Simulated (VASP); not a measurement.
**Cd: single point with PBE**

Cd:

```
Cd
1.0
     2.93861    0.00000    0.00000
    -1.46931    2.54491    0.00000
     0.00000    0.00000    5.54173
Cd
2
Direct
  0.66667 0.33333 0.75000
  0.33333 0.66667 0.25000
```

This cell differs from its parent crystal: volume scaled by 0.96.

- Program: VASP 6.6.1
- Task: single point
- Functional: PBE
- Potentials or basis: VASP PAW PBE potentials, release 64 (Cd)
- Cutoff: 520 eV
- k mesh: 10 × 10 × 5
- Occupations: fermi-dirac, width 0.05 eV
- Spin: no spin polarisation

```json
{
  "Pressure": "6.1 GPa",
  "Band gap on the k mesh": "zero (band 12 reaches 4.36 eV, above the bottom of band 13 at 0.28 eV)"
}
```

Stress tensor (GPa, compression positive):
```
7.21 0.00 0.00
0.00 7.21 0.00
0.00 0.00 3.99
```

Levels at points of the mesh, in eV from the Fermi level:
```
           k point  band 8  band 9  band 10  band 11  band 12  band 13  band 14  band 15  band 16  band 17
(0.00, 0.00, 0.00)   -8.66   -8.66    -8.38    -8.38    -3.09    -2.85    10.96    14.78    15.45    15.49
(0.50, 0.00, 0.00)   -8.42   -8.10    -8.07    -2.31    -1.70     2.23     3.22     3.57     5.51     8.74
```

Wall time 12 s on 1 thread of Intel(R) Xeon(R) Platinum 8488C (Sapphire Rapids) (shared host), peak memory 0.17 GiB.
